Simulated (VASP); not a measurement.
# Rh in VASP: notebook, part 2 of 2

VASP 6.6.1.

**3. Single point, PBE-based screened hybrid with 25 % exact exchange**

This run uses another cell than the first one, of 13.57 Å³/atom.

The input, POSCAR:

```
Rh
1.0
    2.7216950161      0.0000000000      0.0000000000
   -1.3608475081      2.3570570253      0.0000000000
    0.0000000000      0.0000000000      4.2311826119
Rh
2
Direct
    0.3333333333      0.6666666667      0.2500000000
    0.6666666667      0.3333333333      0.7500000000
```

The input, INCAR.step1:

```
PREC = Accurate
ENCUT = 400
EDIFF = 1E-5
ISMEAR = -1
SIGMA = 0.05
LREAL = F
LASPH = T
NELM = 120
ALGO = Normal
ISIF = 2
LWAVE = T
LCHARG = F
GGA = PE
NBANDS = 22
GGA_COMPAT = F
```

The input, INCAR.step2:

```
PREC = Accurate
ENCUT = 400
EDIFF = 1E-6
ISMEAR = -1
SIGMA = 0.05
LREAL = F
LASPH = T
NELM = 120
ALGO = Normal
ISIF = 2
LWAVE = F
LCHARG = F
GGA = PE
LHFCALC = T
AEXX = 0.25
HFSCREEN = 0.3
PRECFOCK = Normal
ISTART = 1
NBANDS = 22
GGA_COMPAT = F
```

The input, KPOINTS:

```
regular mesh
0
Gamma
  6 6 3
```

Potentials or basis: VASP PAW PBE potentials, release 64 (Rh_pv).

Launch:

```sh
cat potpaw_PBE.64/Rh_pv/POTCAR > POTCAR
cp INCAR.step1 INCAR
mpirun -np 1 vasp_std > vasp.out
cp INCAR.step2 INCAR
mpirun -np 1 vasp_std > vasp.out
```

OUTCAR:

```text
PREC = Accurate
   ENCUT = 400
   EDIFF = 1E-6
   ISMEAR = -1
   LREAL = F
   LASPH = T
   NELM = 120
   ISIF = 2
   GGA = PE
   LHFCALC = T
   AEXX = 0.25
   HFSCREEN = 0.3
   PRECFOCK = Normal
   ISTART = 1

 ion  position               nearest neighbor table
   1  0.333  0.667  0.250-   2 2.64   2 2.64   2 2.64   2 2.64   2 2.64   2 2.64
   2  0.667  0.333  0.750-   1 2.64   1 2.64   1 2.64   1 2.64   1 2.64   1 2.64

  LATTYP: Found a hexagonal cell.
 ALAT       =     2.7216950161
 C/A-ratio  =     1.5546130580

  Lattice vectors:

 A1 = (   2.7216950161,   0.0000000000,   0.0000000000)
 A2 = (  -1.3608475081,   2.3570570253,   0.0000000000)
 A3 = (   0.0000000000,   0.0000000000,   4.2311826119)

Analysis of symmetry for initial positions (statically):
=====================================================================
 Subroutine PRICEL returns:
 Original cell was already a primitive cell.

 Routine SETGRP: Setting up the symmetry group for a
 hexagonal supercell.

 Subroutine GETGRP returns: Found 24 space group operations
 (whereof 12 operations were pure point group operations)
 out of a pool of 24 trial point group operations.

The static configuration has the point symmetry D_3d.
 The point group associated with its full space group is D_6h.

Analysis of symmetry for dynamics (positions and initial velocities):
=====================================================================
 Subroutine PRICEL returns:
 Original cell was already a primitive cell.

 Routine SETGRP: Setting up the symmetry group for a
 hexagonal supercell.

 Subroutine GETGRP returns: Found 24 space group operations
 (whereof 12 operations were pure point group operations)
 out of a pool of 24 trial point group operations.

The dynamic configuration has the point symmetry D_3d.
 The point group associated with its full space group is D_6h.

 Subroutine INISYM returns: Found 24 space group operations
 (whereof 12 operations are pure point group operations),
 and found     1 'primitive' translations

----------------------------------------------------------------------------------------

                                     Primitive cell

  volume of cell :      27.1438

  direct lattice vectors                    reciprocal lattice vectors
     2.721695016  0.000000000  0.000000000     0.367418096  0.212128936  0.000000000
    -1.360847508  2.357057025  0.000000000     0.000000000  0.424257873  0.000000000
     0.000000000  0.000000000  4.231182612     0.000000000  0.000000000  0.236340544

  length of vectors
     2.721695016  2.721695016  4.231182612     0.424257873  0.424257873  0.236340544

  position of ions in fractional coordinates (direct lattice)
     0.333333333  0.666666667  0.250000000
     0.666666667  0.333333333  0.750000000

  ion indices of the primitive-cell ions
   primitive index   ion index
                 1           1
                 2           2

[... 28 lines left out ...]
  0.000000  0.000000  0.000000      1.000000
  0.166667  0.000000  0.000000      6.000000
  0.333333  0.000000  0.000000      6.000000
  0.500000  0.000000  0.000000      3.000000
  0.166667  0.166667  0.000000      6.000000
  0.333333  0.166667  0.000000     12.000000
  0.333333  0.333333  0.000000      2.000000
  0.000000  0.000000  0.333333      2.000000
  0.166667  0.000000  0.333333     12.000000
  0.333333  0.000000  0.333333     12.000000
  0.500000  0.000000  0.333333      6.000000
  0.166667  0.166667  0.333333     12.000000
  0.333333  0.166667  0.333333     24.000000
  0.333333  0.333333  0.333333      4.000000
   k-points           NKPTS =     14   k-points in BZ     NKDIM =    108   number of bands    NBANDS=     22
   number of dos      NEDOS =    301   number of ions     NIONS =      2
   total plane-waves  NPLWV =   9072
   dimension x,y,z NGX =    18 NGY =   18 NGZ =   28
   dimension x,y,z NGXF=    36 NGYF=   36 NGZF=   56
   ions per type =               2
   NGX,Y,Z   is equivalent  to a cutoff of  10.99, 10.99, 11.00 a.u.
   NGXF,Y,Z  is equivalent  to a cutoff of  21.99, 21.99, 22.00 a.u.
 SYSTEM =  unknown system
   PREC   = accura    normal or accurate (medium, high low for compatibility)
   ISTART =      1    job   : 0-new  1-cont  2-samecut
   ICHARG =      0    charge: 1-file 2-atom 10-const
   ISPIN  =      1    spin polarized calculation?
   LNONCOLLINEAR =      F non collinear calculations
   LSORBIT =      F    spin-orbit coupling
   LASPH  =      T    aspherical Exc in radial PAW
   ENCUT  =  400.0 eV  29.40 Ry    5.42 a.u.   4.44  4.44  6.90*2*pi/ulx,y,z
   NELM   =    120;   NELMIN=  2; NELMDL=  0     # of ELM steps
   EDIFF  = 0.1E-05   stopping-criterion for ELM
   LREAL  =      F    real-space projection
   EDIFFG = 0.1E-04   stopping-criterion for IOM
   NSW    =      0    number of steps for IOM
   IBRION =     -1    ionic relax: 0-MD 1-quasi-New 2-CG
   NFREE  =      0    steps in history (QN), initial steepest desc. (CG)
   ISIF   =      2    stress and relaxation
   ISYM   =      3    0-nonsym 1-usesym 2-fastsym
   POTIM  = 0.5000    time-step for ionic-motion
   TEBEG  =    0.0;   TEEND  =   0.0 temperature during run
   PSTRESS=    0.0 pullay stress
   NELECT =      30.0000    total number of electrons
   NUPDOWN=      -1.0000    fix difference up-down
   EMIN   =  10.00;   EMAX   =-10.00  energy-range for DOS
   EFERMI =   0.00;   METHOD = LEGACY
   ISMEAR =    -1;   SIGMA  =   0.05  broadening in eV -4-tet -1-fermi 0-gaus
   EFERMI_NEDOS =   21; number of points for ismear=-14 and -15
   IALGO  =     38    algorithm
   IMIX   =      1    mixing-type and parameters
     AMIX     =   0.40;   BMIX     =  1.00
     AMIX_MAG =   1.60;   BMIX_MAG =  1.00
  volume/ion in A,a.u.               =      13.57        91.59
  Fermi-wavevector in a.u.,A,eV,Ry     =   1.692615  3.198578 38.979943  2.864945
  Thomas-Fermi vector in A             =   2.774169
   LORBIT       =      0    0 simple, 1 ext, 2 COOP (PROOUT), +10 PAW based schemes
   GGA     = PE    functional components
   LHFCALC =     T    Hartree Fock is set to
   PRECFOCK=normal    Normal, Fast or Accurate (Low or Medium for compatibility)
   ENCUT4O =  -1.0   cutoff for four orbital integrals eV
   NKREDX  =     1    reduce k-point grid by
   NKREDY  =     1    reduce k-point grid by
   NKREDZ  =     1    reduce k-point grid by
   AEXX    =    0.2500 exact exchange contribution
   HFSCREEN=    0.3000 screening length (either q_TF or 0.3 A-1)
   HFSCREENC=   0.3000 screening length for correlation (either q_TF or 0.3 A-1)
   ENCUTFOCK=  -1.0 apply spherical cutoff to Coloumb kernel
   IVDW    =     0    specifies the selected vdW correction
   LEPSILON=     F    determine dielectric tensor
   LRPA    =     F    only Hartree local field effects (RPA)
 non-spin polarized calculation
  energy-cutoff  :      400.00
  volume of cell :       27.14
 maximum number of plane-waves:       511
 NGX is ok and might be reduce to    18
  NGX = 14; NGY = 14; NGZ = 24

 number of electron      29.9999981 magnetization

 Free energy of the ion-electron system (eV)
  ---------------------------------------------------
  ext. energy  EPLUGINS =         0.00000000
  ---------------------------------------------------
  free energy    TOTEN  =       -16.28513046 eV

  energy without entropy =      -16.25949361  energy(sigma->0) =      -16.27231203

 E-fermi :  11.6763     XC(G=0): -11.6104

 val. band max:       11.6442689653   @ k =   0.3333   0.1667   0.3333
 cond. band min:      11.7562856027   @ k =   0.3333   0.0000   0.3333
 fundamental gap:      0.1120166374
 Fermi energy:        11.6762617290

 k-point     1 :       0.0000    0.0000    0.0000
  band No.  band energies     occupation
      1     -38.5888      2.00000
      2     -37.6948      2.00000
      3     -37.6948      2.00000
      4     -37.5846      2.00000
      5     -37.5225      2.00000
      6     -37.5225      2.00000
[... 339 lines left out ...]
     21      24.2237      0.00000
     22      24.2237      0.00000

------------------------ aborting loop because EDIFF is reached ----------------------------------------

  FORCE on cell =-STRESS in cart. coord.  units (eV):
  Direction    XX          YY          ZZ          XY          YZ          ZX
  --------------------------------------------------------------------------------------
  -------------------------------------------------------------------------------------
  Total       -0.1070164     -0.1070164     -0.1047531      0.0000000     -0.0000000      0.0000000
  in kB       -6.3166908     -6.3166908     -6.1830981      0.0000000     -0.0000000      0.0000000
  external PRESSURE =      -6.2721599 kB  Pullay stress =       0.0000000 kB

 VOLUME and BASIS-vectors are now :
 -----------------------------------------------------------------------------
  energy-cutoff  :      400.00
  volume of cell :       27.14
      direct lattice vectors                 reciprocal lattice vectors
     2.721695016  0.000000000  0.000000000     0.367418096  0.212128936  0.000000000
    -1.360847508  2.357057025  0.000000000     0.000000000  0.424257873  0.000000000
     0.000000000  0.000000000  4.231182612     0.000000000  0.000000000  0.236340544

 POSITION                                       TOTAL-FORCE (eV/Angst)
 -----------------------------------------------------------------------------------
     -0.00000      1.57137      1.05780        -0.000000      0.000000      0.000000
      1.36085      0.78569      3.17339         0.000000      0.000000     -0.000000
 -----------------------------------------------------------------------------------
    total drift:                                0.000000     -0.000000      0.000000

  FREE ENERGIE OF THE ION-ELECTRON SYSTEM (eV)
  ---------------------------------------------------
  free  energy   TOTEN  =       -16.2851304603 eV

  energy  without entropy=      -16.2594936054  energy(sigma->0) =      -16.27231203
```

OSZICAR.step1:

```text
N       E                     dE             d eps       ncg     rms          rms(c)
DAV:   1     0.294212585275E+03    0.29421E+03   -0.16284E+04   616   0.134E+03
DAV:   2    -0.864297040770E+01   -0.30286E+03   -0.29174E+03   646   0.431E+02
DAV:   3    -0.153176531390E+02   -0.66747E+01   -0.66461E+01   718   0.720E+01
DAV:   4    -0.153624551440E+02   -0.44802E-01   -0.44799E-01   702   0.600E+00
DAV:   5    -0.153631491475E+02   -0.69400E-03   -0.69400E-03   742   0.767E-01    0.151E+01
DAV:   6    -0.144511769800E+02    0.91197E+00   -0.19629E+00   670   0.151E+01    0.549E+00
DAV:   7    -0.144073025540E+02    0.43874E-01   -0.76113E-02   682   0.258E+00    0.224E+00
DAV:   8    -0.144009986450E+02    0.63039E-02   -0.11299E-02   640   0.120E+00    0.448E-01
DAV:   9    -0.144004292960E+02    0.56935E-03   -0.51770E-04   700   0.267E-01    0.489E-02
DAV:  10    -0.144004431364E+02   -0.13840E-04   -0.12580E-05   478   0.359E-02    0.685E-03
DAV:  11    -0.144004436247E+02   -0.48825E-06   -0.19498E-06   380   0.145E-02
   1 F= -.14400444E+02 E0= -.14382881E+02  d E =-.351249E-01
```

Wall time 41 min (1 thread of Intel Xeon 8259CL, shared host); peak memory 0.24 GiB.

Results:

```
Free energy            : -16.2851 eV
Pressure               : -0.6 GPa
Band gap on the k mesh : zero (bands 15 and 16 overlap by 2.57 eV)
```

Levels at points of the mesh, in eV from the Fermi level:
| k point | band 12 | band 13 | band 14 | band 15 | band 16 | band 17 | band 18 | band 19 |
| --- | --- | --- | --- | --- | --- | --- | --- | --- |
| (0.00, 0.00, 0.00) | -2.87 | -2.87 | -2.52 | -2.52 | 0.38 | 0.38 | 1.52 | 10.56 |
| (0.50, 0.00, 0.00) | -2.39 | -2.38 | 0.32 | 0.75 | 1.05 | 3.49 | 5.89 | 11.77 |

Caveat: the k points lie up to 0.49 Å⁻¹ apart, too coarse for converged energies and pressures of a metal; the PAW data sets were made with another functional, which shifts forces and pressure a little.

**4. Single point, AM05**

This run uses another cell than the first one, of 14.30 Å³/atom.

The input, INCAR:

```
SYSTEM = Rh
ALGO = Normal
EDIFF = 1E-6
ENCUT = 400
GGA = AM
GGA_COMPAT = .False.
ISIF = 2
ISMEAR = 1
LASPH = .True.
LCHARG = .False.
LREAL = .False.
LWAVE = .False.
NELM = 120
PREC = Accurate
SIGMA = 0.1
```

The input, KPOINTS:

```
k-points
0
Gamma
  14 14 8
```

The input, POSCAR:

```
Rh
1.0
    2.7309790422      0.0000000000      0.0000000000
   -1.3654895211      2.3650972278      0.0000000000
    0.0000000000      0.0000000000      4.4284890000
Rh
2
Direct
    0.3333333333      0.6666666667      0.2500000000
    0.6666666667      0.3333333333      0.7500000000
```

Launch:

```sh
cat potpaw_PBE.64/Rh_pv/POTCAR > POTCAR
mpirun -np 1 vasp_std > vasp.out
```

Wall time 20 s (1 thread of Intel Xeon Platinum 8488C (Sapphire Rapids), shared host); peak memory 0.15 GiB.

Results (log left out):

```yaml
Free_energy: -15.5374 eV
Pressure: -16.3 GPa
Band_gap_on_the_k_mesh: zero (bands 15 and 16 overlap by 2.14 eV)
```

Stress tensor (GPa, compression positive):
```
-15.95   0.00   0.00
  0.00 -15.95   0.00
  0.00   0.00 -17.10
```

Levels at points of the mesh, in eV from the Fermi level:
```csv
k point,band 12,band 13,band 14,band 15,band 16,band 17,band 18,band 19
"(0.00, 0.00, 0.00)",-2.38,-2.38,-1.79,-1.79,0.13,0.13,0.64,8.16
"(0.50, 0.00, 0.00)",-2.14,-2.08,0.41,0.58,0.69,2.87,4.90,9.98
"(0.00, 0.00, 0.50)",-2.97,-2.97,-2.97,-0.42,-0.42,-0.42,-0.42,14.54
"(0.50, 0.00, 0.50)",-1.57,-0.30,-0.30,0.58,0.58,2.55,2.55,8.92
```

Caveat: the cell stands under tension; the PAW data sets were made with another functional, which shifts forces and pressure a little.

**5. Single point, PBE (atoms moved at random)**

The input, INCAR:

```
SYSTEM = Rh
  ALGO = Fast
  EDIFF = 1E-6
  ENCUT = 520
  GGA = PE
  ISIF = 2
  ISMEAR = -1
  LASPH = .True.
  LCHARG = .True.
  LELF = .True.
  LREAL = .False.
  LVHAR = .True.
  LWAVE = .False.
  NBANDS = 22
  NELM = 100
  PREC = Accurate
  SIGMA = 0.05
```

The input, KPOINTS:

```
k-points
0
Gamma
  11 11 6
  0 0 0
```

The input, POSCAR:

```
Rh
1.0
    2.7309790422      0.0000000000      0.0000000000
   -1.3654895211      2.3650972278      0.0000000000
    0.0000000000      0.0000000000      4.4284890000
Rh
2
Direct
    0.3268750000      0.6463710000      0.2421170000
    0.6651250000      0.3500480000      0.7605450000
```

Launch:

```sh
cat potpaw_PBE.64/Rh_pv/POTCAR > POTCAR
mpirun -np 1 vasp_std > vasp.out
```

Run time: 4.5 min. Hardware: 1 thread of Intel Xeon 8259CL, shared host; peak memory 0.28 GiB.

It converged, with:

```yaml
Free_energy: -14.3963 eV
Pressure: -2.3 GPa
Largest_force: 0.873 eV/Å
Band_gap_on_the_k_mesh: zero (bands 15 and 16 overlap by 2.14 eV)
```

Forces on the atoms (eV/Å):
```
Rh  -0.158  0.326  0.794
Rh   0.158 -0.326 -0.794
```

Stress tensor (GPa, compression positive):
```
-1.41 -0.44 -0.46
-0.44 -3.22  0.85
-0.46  0.85 -2.15
```

Levels at points of the mesh, in eV from the Fermi level:
```tsv
k point	band 11	band 12	band 13	band 14	band 15	band 16	band 17	band 18	band 19	band 20
(0.00, 0.00, 0.00)	-2.82	-2.45	-2.37	-1.92	-1.51	-0.09	0.36	0.78	8.15	15.86
(0.00, 0.00, 0.50)	-3.00	-2.94	-2.93	-2.79	-0.66	-0.44	-0.32	-0.24	13.97	15.29
```

Caveat: the cell differs from its parent crystal (atoms moved at random).

**6. Overview**

```csv
level,cell,k mesh,cutoff (eV),smearing,dipole correction,grid for exact exchange (PRECFOCK),share of exact exchange,screening parameter,tolerance level,gap on the mesh (eV),pressure (GPa)
PBEsol-based screened hybrid with 25 % exact exchange,"a = 2.698, b = 2.698, c = 4.195 Å, angles 90.0, 90.0, 120.0°, 2 atoms, atomic positions A",6 × 6 × 3,400,fermi-dirac 0.05 eV,no,Normal,0.25,0.207 1/Å,-,none,-0.6
PBE-based screened hybrid with 25 % exact exchange,"a = 2.722, b = 2.722, c = 4.231 Å, angles 90.0, 90.0, 120.0°, 2 atoms, atomic positions A",6 × 6 × 3,400,fermi-dirac 0.05 eV,no,Normal,0.25,0.3 1/Å,-,none,-0.6
AM05,"a = 2.731, b = 2.731, c = 4.428 Å, angles 90.0, 90.0, 120.0°, 2 atoms, atomic positions A",14 × 14 × 8,400,methfessel-paxton 0.1 eV,-,-,-,-,tight,none,-16.3
PBE,"a = 2.731, b = 2.731, c = 4.428 Å, angles 90.0, 90.0, 120.0°, 2 atoms, atomic positions B",11 × 11 × 6,520,fermi-dirac 0.05 eV,no,-,-,-,-,none,-2.3
```

Alike in all rows: task single point; potentials or basis VASP PAW PBE potentials, release 64 (Rh_pv); no spin polarisation.

Caveats: some runs use coarse meshes; the PAW data sets were made with another functional, which shifts forces and pressure a little (at least some runs); the cell stands under tension (at least some runs).

Absolute energies hang on the potentials; compare differences alone.
